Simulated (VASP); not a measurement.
Runs of VASP 6.6.1 on BaTiO3. The typed cell holds 10 atoms: a = 4.004 Å, b = 5.655 Å, c = 5.670 Å, α = 90.00°, β = 90.21°, γ = 90.00°. 

| level | U | gap on the mesh (eV) | pressure (GPa) | largest force (eV/Å) |
| --- | --- | --- | --- | --- |
| PBEsol | - | 2.20 | 4.2 | 3.25 |
| PBE | - | 2.24 | 10.4 | 3.34 |
| PBEsol+U | Ti d U = 5.0 eV | (b) | (a) | 4.46 |
| PBEsol+U | Ti d U = 1.0 eV | 2.30 | 5.1 | 3.45 |

Alike in all rows: task single point; potentials or basis VASP PAW PBE potentials, release 64 (Ba_sv, Ti_sv, O); no spin polarisation; cell as given; k mesh 7 × 5 × 5; cutoff (eV) 520; smearing fermi-dirac 0.05 eV.

Question: Fill in the values left out.

Answer: (a) 8.9; (b) 2.74.

Caveats: the cell stands under pressure; spin-orbit coupling is left out, which moves the levels of the heavy elements; an odd mesh through Γ misses points on the zone boundary, where band edges can lie; the PAW data sets were made with another functional, which shifts forces and pressure a little (at least some runs); forces of over 1 eV/Å act on the atoms, so gaps and moduli don't describe the material at rest (at least some runs).

A k mesh can miss the band edges, and the runs leave out spin-orbit coupling on Ba.
